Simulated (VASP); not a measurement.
Runs of VASP 6.6.1 on Sb. The structure is that of space group Pm-3m (No. 221), or close to it. The cells are those of the table. 

```tsv
task	cell	k mesh	cutoff (eV)	gap on the mesh (eV)	pressure (GPa)	relaxed volume (Å³/atom)
single point	a = 3.083 Å, 1 atom	6 × 6 × 6	520	none	0.0	-
relaxation of cell and atoms	relaxed from a = 3.083 Å, 1 atom	7 × 7 × 7	600	none	0.0	(a)
single point	a = 3.088 Å, 1 atom	7 × 7 × 7	520	none	0.0	-
single point	a = 3.104 Å, 1 atom	7 × 7 × 7	520	none	-0.9	-
single point	a = 3.073 Å, 1 atom	7 × 7 × 7	520	none	1.0	-
relaxation of cell and atoms	relaxed from a = 3.210 Å, 1 atom	6 × 6 × 6	600	none	0.0	29.35
```

Alike in all rows: level r2SCAN; potentials or basis VASP PAW PBE potentials, release 64 (Sb); no spin polarisation; smearing gaussian 0.05 eV.

Problem. Estimate the missing entries.

Solution. (a) 29.46.

Caveats: the PAW data sets were made with another functional, which shifts forces and pressure a little; spin-orbit coupling is left out, which moves the levels of the heavy elements.

A k mesh can miss the band edges, and the runs leave out spin-orbit coupling on Sb.

A gap of «none» marks levels without a gap at the run's occupations.
